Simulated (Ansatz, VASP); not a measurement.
**HfO2 in VASP and in Ansatz**

```
Hf O
1.0
     5.29358    0.00000    0.00000
     0.00000    5.06926    0.00000
     0.00000    0.00000    5.10100
Hf O
4 8
Cartesian
  2.8191 1.3501 1.2241
  5.1213 1.3501 3.7746
  0.1723 3.7191 1.2241
  2.4745 3.7191 3.7746
  4.5810 0.3426 1.9549
  3.3594 0.3426 4.5054
  1.2136 2.3458 2.4984
  1.4332 2.3458 5.0489
  4.0800 2.7234 5.0489
  3.8604 2.7234 2.4984
  1.9342 4.7266 1.9549
  0.7126 4.7266 4.5054
```

Alike in both runs: functional PBE; k mesh 4 × 6 × 6; occupations gaussian, width 0.02 eV; no spin polarisation.

Ansatz relaxed the structure, and its values are those at the end. VASP's run is a single point on that final structure, the one shown.

```csv
,VASP,Ansatz
version,VASP 6.6.1,Ansatz 0.2.0
potentials or method,"VASP PAW PBE potentials, release 64 (Hf_pv, O), cutoff 520 eV","scalar-relativistic, plane waves, PAW"
valence electrons in the cell,88,152
```

|  | VASP | Ansatz | Ansatz less VASP |
| --- | --- | --- | --- |
| gap on the k mesh at the Fermi level (eV) | 4.32 | 4.37 | +0.047 |
| least direct gap on the mesh (eV) | 4.57 | 4.61 | +0.041 |
| pressure (GPa) | -3.1 | 0.0 | +3.15 |
| rms of the force components (eV/Å) | 0.027 | 0.003 | -0.0243 |

VASP's potentials hold 88 valence electrons a cell and Ansatz's 152, so a difference there can come from the potentials and not from the codes.

Spin-orbit coupling is off throughout.
